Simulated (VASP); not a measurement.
Y3N2, 5 atoms in the cell. Symmetry: P6/mmm, No. 191, hexagonal system. The conventional cell has a = 3.465 Å, b = 3.465 Å, c = 8.605 Å, α = 90.00°, β = 90.00°, γ = 120.00°. Within 2.1 Å of Y (site symmetry 6mm) lie 1 N at 1.61 Å. Within 2.9 Å of Y (site symmetry 6/mmm) lie 2 Y at 2.16 Å. Within 1.4 Å of N (site symmetry 6mm) lie 1 N at 1.07 Å. 

- Program: VASP 6.6.1
- Task: single point
- Functional: PBE
- Potentials or basis: VASP PAW PBE potentials, release 64 (Y_sv, N)
- Cutoff: 520 eV
- k mesh: 6 × 6 × 2
- Occupations: gaussian, width 0.1 eV
- Spin: no spin polarisation
- Dipole correction: no
- Further INCAR settings: ALGO = Normal; EDIFF = 1e-07; NBANDS = 30

Potentials or basis: VASP PAW PBE potentials, release 64 (Y_sv, N).

Run with:

```sh
$ cat potpaw_PBE.64/Y_sv/POTCAR potpaw_PBE.64/N/POTCAR > POTCAR
$ mpirun -np 1 vasp_std > vasp.out
```

Hardware: 1 thread of Intel(R) Xeon(R) 6975P-C (Granite Rapids), with other jobs on the host.

Q: Estimate the wall time of this run.

A: Wall time 43 s on 1 thread of Intel(R) Xeon(R) 6975P-C (Granite Rapids), with other jobs on the host, peak memory 0.24 GiB. Counts: scf iterations 28, k points 14.
